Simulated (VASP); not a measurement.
# Ti in VASP: notebook, part 2 of 2

VASP 6.6.1.

**3. Single point, PBE, collinear spin, ferromagnetic start**

This run uses another cell than the first one: it holds 1 atom, not 2.

File INCAR:

```
SYSTEM = Ti
  PREC = Accurate
  ENCUT = 520
  EDIFF = 1E-7
  ISMEAR = 0
  SIGMA = 0.1
  LREAL = .False.
  LASPH = .True.
  NELM = 150
  ALGO = Normal
  ISIF = 2
  LWAVE = .False.
  LCHARG = .True.
  ISPIN = 2
  MAGMOM = 1
  LORBIT = 11
  LMAXMIX = 4
  GGA = PE
  LELF = .True.
  LVHAR = .True.
  NBANDS = 16
```

File KPOINTS:

```
regular mesh
0
Gamma
  8 8 8
  0 0 0
```

File POSCAR:

```
Ti
1.0
   -1.4604666223      1.4604666223      2.0437899526
    1.4604666223     -1.4604666223      2.0437899526
    1.4604666223      1.4604666223     -2.0437899526
Ti
1
Direct
    0.5000000000      0.5000000000      0.0000000000
```

Potentials or basis: VASP PAW PBE potentials, release 64 (Ti_sv).

Run with:

```sh
cat potpaw_PBE.64/Ti_sv/POTCAR > POTCAR
mpirun -np 1 vasp_std > vasp.out
```

OUTCAR:

```text
SYSTEM = Ti
   PREC = Accurate
   ENCUT = 520
   EDIFF = 1E-7
   ISMEAR = 0
   LREAL = .False.
   LASPH = .True.
   NELM = 150
   ISIF = 2
   ISPIN = 2
   LORBIT = 11
   GGA = PE

 ion  position               nearest neighbor table
   1  0.500  0.500  0.000-

  LATTYP: Found a body centered tetragonal cell.
 ALAT       =     2.9209332446
 C/A-ratio  =     1.3994088748

  Lattice vectors:

 A1 = (  -1.4604666223,   1.4604666223,   2.0437899526)
 A2 = (   1.4604666223,  -1.4604666223,   2.0437899526)
 A3 = (   1.4604666223,   1.4604666223,  -2.0437899526)

Analysis of symmetry for initial positions (statically):
=====================================================================
 Subroutine PRICEL returns:
 Original cell was already a primitive cell.

 Routine SETGRP: Setting up the symmetry group for a
 body centered tetragonal supercell.

 Subroutine GETGRP returns: Found 16 space group operations
 (whereof 16 operations were pure point group operations)
 out of a pool of 16 trial point group operations.

The static configuration has the point symmetry D_4h.

Analysis of symmetry for dynamics (positions and initial velocities):
=====================================================================
 Subroutine PRICEL returns:
 Original cell was already a primitive cell.

 Routine SETGRP: Setting up the symmetry group for a
 body centered tetragonal supercell.

 Subroutine GETGRP returns: Found 16 space group operations
 (whereof 16 operations were pure point group operations)
 out of a pool of 16 trial point group operations.

The dynamic configuration has the point symmetry D_4h.

Analysis of structural, dynamic, and magnetic symmetry:
=====================================================================
 Subroutine PRICEL returns:
 Original cell was already a primitive cell.

 Routine SETGRP: Setting up the symmetry group for a
 body centered tetragonal supercell.

 Subroutine GETGRP returns: Found 16 space group operations
 (whereof 16 operations were pure point group operations)
 out of a pool of 16 trial point group operations.
[... 130 lines left out ...]
 spin polarized calculation
 Gauss-broadening in eV      SIGMA  =   0.10
  energy-cutoff  :      520.00
  volume of cell :       17.44
 maximum number of plane-waves:       487
 NGX is ok and might be reduce to    24

 number of electron      12.0000001 magnetization       0.0000615

 number of electron      12.0000001 magnetization      -0.0001113

 Free energy of the ion-electron system (eV)
  ---------------------------------------------------
  ext. energy  EPLUGINS =         0.00000000
  ---------------------------------------------------
  free energy    TOTEN  =        -7.77713172 eV

  energy without entropy =       -7.76923810  energy(sigma->0) =       -7.77318491

 E-fermi :   8.2047     XC(G=0): -11.4823

 val. band max:        8.1687930096   @ k =  -0.2500   0.2500   0.2500
 cond. band min:       8.2489790753   @ k =   0.2500  -0.0000   0.0000
 fundamental gap:      0.0801860656
 Fermi energy:         8.2047059297

 spin component 1

 k-point     1 :       0.0000    0.0000    0.0000
  band No.  band energies     occupation
      1     -48.5551      1.00000
      2     -24.4194      1.00000
      3     -24.4194      1.00000
      4     -24.4167      1.00000
      5       2.0924      1.00000
      6       9.0128      0.00000
[... 435 lines left out ...]
      5       6.5997      1.00000
      6       7.4282      1.00000
[... 8 lines left out ...]
     15      31.0900      0.00000
     16      34.6527      0.00000

 [... further k-points ...]

 spin component 2

 k-point     1 :       0.0000    0.0000    0.0000
  band No.  band energies     occupation
      1     -48.5552      1.00000
      2     -24.4194      1.00000
      3     -24.4194      1.00000
      4     -24.4168      1.00000
      5       2.0922      1.00000
      6       9.0128      0.00000
[... 435 lines left out ...]
      5       6.5996      1.00000
      6       7.4281      1.00000
[... 8 lines left out ...]
     15      31.0899      0.00000
     16      34.6526      0.00000

 [... further k-points ...]
[... 5 lines left out ...]
  --------------------------------------------------------------------------------------
  -------------------------------------------------------------------------------------
  Total       -0.0778869     -0.0778869     -0.0096278      0.0000000     -0.0000000      0.0000000
  in kB       -7.1564132     -7.1564132     -0.8846261      0.0000000     -0.0000000      0.0000000
  external PRESSURE =      -5.0658175 kB  Pullay stress =       0.0000000 kB

 VOLUME and BASIS-vectors are now :
 -----------------------------------------------------------------------------
  energy-cutoff  :      520.00
  volume of cell :       17.44
      direct lattice vectors                 reciprocal lattice vectors
    -1.460466622  1.460466622  2.043789953     0.000000000  0.342356335  0.244643536
     1.460466622 -1.460466622  2.043789953     0.342356335  0.000000000  0.244643536
     1.460466622  1.460466622 -2.043789953     0.342356335  0.342356335  0.000000000

 POSITION                                       TOTAL-FORCE (eV/Angst)
 -----------------------------------------------------------------------------------
      0.00000      0.00000      2.04379         0.000000     -0.000000      0.000000
 -----------------------------------------------------------------------------------
    total drift:                               -0.000000      0.000000      0.000000

  FREE ENERGIE OF THE ION-ELECTRON SYSTEM (eV)
  ---------------------------------------------------
  free  energy   TOTEN  =        -7.7771317216 eV

  energy  without entropy=       -7.7692381000  energy(sigma->0) =       -7.77318491

 total charge

# of ion       s       p       d       tot
------------------------------------------
    1        2.245   6.120   1.882  10.248

 magnetization (x)

# of ion       s       p       d       tot
------------------------------------------
    1       -0.000  -0.000  -0.000  -0.000
```

Run time: 29 s. Hardware: 1 thread of AMD EPYC 9R14 (Zen 4), shared host; peak memory 0.13 GiB.

What came out:

- Free energy: -7.7771 eV
- Pressure: -0.5 GPa
- Band gap on the k mesh: zero (filled and empty bands overlap)
- Net moment: 0.00 μB per cell
- Valence electrons inside the program's atomic spheres: Ti 10.25

Stress tensor (GPa, compression positive):
```
-0.72  0.00  0.00
 0.00 -0.72  0.00
 0.00  0.00 -0.09
```

Caveat: the k points lie up to 0.38 Å⁻¹ apart.
